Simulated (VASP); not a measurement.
Set up this calculation in VASP 6.6.1, as the native input.

| Quantity | Value |
| --- | --- |
| Task | electric field gradients |
| Functional | PBEsol |
| Potentials or basis | VASP PAW PBE potentials, release 64 (Sb) |
| Cutoff | 520 eV |
| k mesh | 12 × 12 × 7 |
| Occupations | fermi-dirac, width 0.05 eV |
| Spin | no spin polarisation |
| Dipole correction | no |
| Further INCAR settings | ALGO = Normal; EDIFF = 1e-08; NBANDS = 12 |

The structure of Sb lies in POSCAR:

```
Sb
1.0
    3.3690001795      0.0000000000      0.0000000000
   -1.6845000898      2.9176397408      0.0000000000
    0.0000000000      0.0000000000      5.4366000000
Sb
2
Direct
    0.3333333333      0.6666666667      0.2500000000
    0.6666666667      0.3333333333      0.7500000000
```

This isn't the form of Sb at room conditions, which is rhombohedral.

This cell differs from its parent crystal: zz strain of +2 %.

These files were run (other wordings do the same):

INCAR

```
PREC = Accurate ; ENCUT = 520
EDIFF = 1E-8 ; ISMEAR = -1
SIGMA = 0.05 ; LREAL = F
LASPH = T ; NELM = 100
ALGO = Normal ; ISIF = 2
LWAVE = F ; LCHARG = F
GGA = PS ; LEFG = T
NBANDS = 12
```

KPOINTS

```
regular mesh
0
Gamma
  12 12 7
```

Potentials or basis: VASP PAW PBE potentials, release 64 (Sb).

Launch:

```console
$ cat potpaw_PBE.64/Sb/POTCAR > POTCAR
$ mpirun -np 1 vasp_std > vasp.out
```

Results of the run:

```
Pressure                                : -1.5 GPa
Band gap on the k mesh                  : zero (bands 5 and 6 overlap by 7.01 eV)
Largest electric field gradient by atom : Sb +21.2 V/Å²
```

Caveat: the cell differs from its parent crystal (zz strain of +2 %); without QUAD_EFG the Cq values of the log hold for a quadrupole moment of 1 mb, not for the nuclei; the PAW data sets were made with another functional, which shifts forces and pressure a little; spin-orbit coupling is left out, which moves the levels of the heavy elements.

Wall time 52 s on 1 thread of AMD EPYC 7R13, with other jobs on the host, peak memory 0.17 GiB.
